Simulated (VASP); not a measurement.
# WS2: single point with PBEsol+D3(BJ)

Crystal: WS2.

```
W S
1.0
     3.11473    0.00000    0.00000
    -1.55736    2.69743    0.00000
     0.00000    0.00000   11.77225
W S
2 4
Direct
  0.33333 0.66667 0.25000
  0.66667 0.33333 0.75000
  0.31589 0.65794 0.61995
  0.64922 0.32461 0.11995
  0.31589 0.65794 0.88704
  0.64922 0.32461 0.38704
```

This cell differs from its parent crystal: all S atoms moved +0.062 Å, as atom 3 towards its neighbour atom 2 (W) at 2.389 Å.

```
Program                : VASP 6.6.1
Task                   : single point
Functional             : PBEsol
Dispersion             : D3(BJ)
Potentials or basis    : VASP PAW PBE potentials, release 64 (W_sv, S)
Cutoff                 : 520 eV
k mesh                 : 12 × 12 × 4
Occupations            : gaussian, width 0.05 eV
Spin                   : no spin polarisation
Dipole correction      : no
Further INCAR settings : ALGO = Normal; EDIFF = 1e-06; NBANDS = 35
```

| Property | Result |
| --- | --- |
| Pressure | 0.5 GPa |
| Largest force | 1.769 eV/Å |
| Band gap on the k mesh | 0.65 eV (least direct gap 1.93 eV) |
| Dispersion energy per atom | -0.416 eV |

Forces on the atoms (eV/Å):
```
W   -0.910 -0.525  1.401
W   -0.935 -0.540  1.401
S    0.513  0.296 -0.784
S    0.496  0.287 -0.783
S    0.422  0.243 -0.617
S    0.414  0.239 -0.618
```

Stress tensor (GPa, compression positive):
```
 0.45 -0.01 -0.31
-0.01  0.46 -0.18
-0.31 -0.18  0.63
```

Levels at points of the mesh, in eV from the valence-band top:
```
           k point  band 24  band 25  band 26  band 27  band 28  band 29
(0.00, 0.00, 0.00)    -1.70    -1.15     0.00     1.94     1.94     2.13
(0.50, 0.00, 0.00)    -2.03    -1.76    -1.69     2.29     2.39     2.41
(0.00, 0.50, 0.00)    -1.95    -1.89    -1.54     2.30     2.38     2.42
(0.00, 0.00, 0.50)    -2.07    -0.30    -0.30     1.93     1.93     2.19
(0.50, 0.00, 0.50)    -1.93    -1.93    -1.73     2.30     2.37     2.69
(0.00, 0.50, 0.50)    -2.06    -1.73    -1.67     2.31     2.35     2.71
```

Wall time 13 min on 1 thread of Intel Xeon 8259CL, on a shared host, peak memory 0.54 GiB.

Caveat: the cell differs from its parent crystal (all S atoms moved +0.062 Å, as atom 3 towards its neighbour atom 2 (W) at 2.389 Å); the PAW data sets were made with another functional, which shifts forces and pressure a little; spin-orbit coupling is left out, which moves the levels of the heavy elements. A k mesh can miss the band edges.
